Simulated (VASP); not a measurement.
**TlBr: single point with r2SCAN**

The system is TlBr.

```
CELL_PARAMETERS angstrom
3.94619 0.00000 0.00000
0.00000 3.94619 0.00000
0.00000 0.00000 3.94619
ATOMIC_POSITIONS crystal
Tl 0.00000 0.00000 0.00000
Br 0.50000 0.50000 0.50000
```

```yaml
Program: VASP 6.6.1
Task: single point
Functional: r2SCAN
Potentials_or_basis: VASP PAW PBE potentials, release 64 (Tl_d, Br)
Cutoff: 550 eV
k_mesh: 4 × 4 × 4
Occupations: gaussian, width 0.01 eV
Spin: no spin polarisation
Dipole_correction: no
Further_INCAR_settings: ALGO = Normal; EDIFF = 1e-06; NBANDS = 17
```

| Item | Value |
| --- | --- |
| Pressure | 1.1 GPa |
| Band gap on the k mesh | 2.23 eV, direct |

Levels at points of the mesh, in eV from the valence-band top:
```tsv
k point	band 6	band 7	band 8	band 9	band 10	band 11	band 12	band 13	band 14	band 15
(0.00, 0.00, 0.00)	-10.33	-4.67	-1.48	-1.48	-1.48	7.48	7.48	7.81	7.81	7.81
(0.50, 0.00, 0.00)	-10.33	-5.76	-0.96	-0.96	0.00	2.23	6.22	6.22	8.49	11.09
(0.50, 0.50, 0.00)	-10.28	-3.79	-3.16	-3.16	-0.87	5.29	5.29	7.95	8.33	11.02
(0.50, 0.50, 0.50)	-10.28	-2.74	-2.13	-2.13	-2.13	2.40	2.40	2.40	13.90	13.90
```

Wall time 24 s on 1 thread of Intel(R) Xeon(R) Platinum 8375C CPU @ 2.90GHz (Ice Lake) (shared host), peak memory 0.17 GiB.

Caveat: the PAW data sets were made with another functional, which shifts forces and pressure a little; spin-orbit coupling is left out, which moves the levels of the heavy elements. A k mesh can miss the band edges.
